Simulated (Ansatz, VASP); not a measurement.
## One calculation of CoO, two programs

File INCAR:

```
ALGO = Normal
EDIFF = 1E-6
ENCUT = 520
GGA = PS
ISIF = 2
ISMEAR = 0
ISPIN = 2
LASPH = True
LCHARG = False
LMAXMIX = 4
LORBIT = 11
LREAL = False
LWAVE = False
MAGMOM = 2.75 0.38
NBANDS = 18
NELM = 150
PREC = Accurate
SIGMA = 0.1
```

KPOINTS

```
k-points
0
Gamma
  12 12 12
```

Contents of POSCAR:

```
CoO
1.0
    1.5054695445      0.8691832468      2.4399269062
   -1.5054695445      0.8691832468      2.4399269062
    0.0000000000     -1.7383664936      2.4399269062
Co O
1 1
Direct
    0.0000000000      0.0000000000      0.0000000000
    0.5000000000      0.5000000000      0.5000000000
```

Input for Ansatz:

```yaml
crystal:
  lattice:
    - [1.5054695445, 0.8691832468, 2.4399269062]
    - [-1.5054695445, 0.8691832468, 2.4399269062]
    - [0.0, -1.7383664936, 2.4399269062]
  atoms:
    - { symbol: Co, position: [0.0, 0.0, 0.0], spin: 2.75 }
    - { symbol: O, position: [0.5, 0.5, 0.5], spin: 0.38 }
basis:
  ecutwfc: 420
kpoints:
  mp_grid: { grid: [12, 12, 12] }
hamiltonian:
  xc: pbesol
scf:
  occupations: { method: gaussian, width: 0.1 }
output:
  forces: true
  stress: true
  eigenvalues: true
  populations: true
magnetization:
  spin_polarized: true
```

Alike in both runs: task single point; functional PBEsol; k mesh 12 × 12 × 12; occupations gaussian, width 0.1 eV; collinear spin.

|  | VASP | Ansatz |
| --- | --- | --- |
| version | VASP 6.6.1 | Ansatz 0.2.0 |
| potentials or method | VASP PAW PBE potentials, release 64 (Co, O), cutoff 520 eV | scalar-relativistic, plane waves, PAW |
| valence electrons in the cell | 15 | 23 |

Ansatz gave:

| Item | Value |
| --- | --- |
| gap on the k mesh at the Fermi level (eV) | none |
| pressure (GPa) | -9.0 |
| traceless stress, the component that is largest in VASP (GPa) | -0.29 |
| net moment per atom (μB) | 1.48 |
| size of the moment on the site where the two differ most (μB) | 2.50 |

Problem. Estimate VASP's values.

Solution. gap on the k mesh at the Fermi level (eV): none; pressure (GPa): -9.6; traceless stress, the component that is largest in VASP (GPa): -0.26; net moment per atom (μB): 1.47; size of the moment on the site where the two differ most (μB): 2.56.

VASP's potentials were made for PBE, not for PBEsol. Site moments also hang on the region over which each program counts them. A gap of «none» marks a metal or a gap that the smearing closes. VASP's potentials hold 15 valence electrons a cell and Ansatz's 23, so a difference there can come from the potentials and not from the codes.
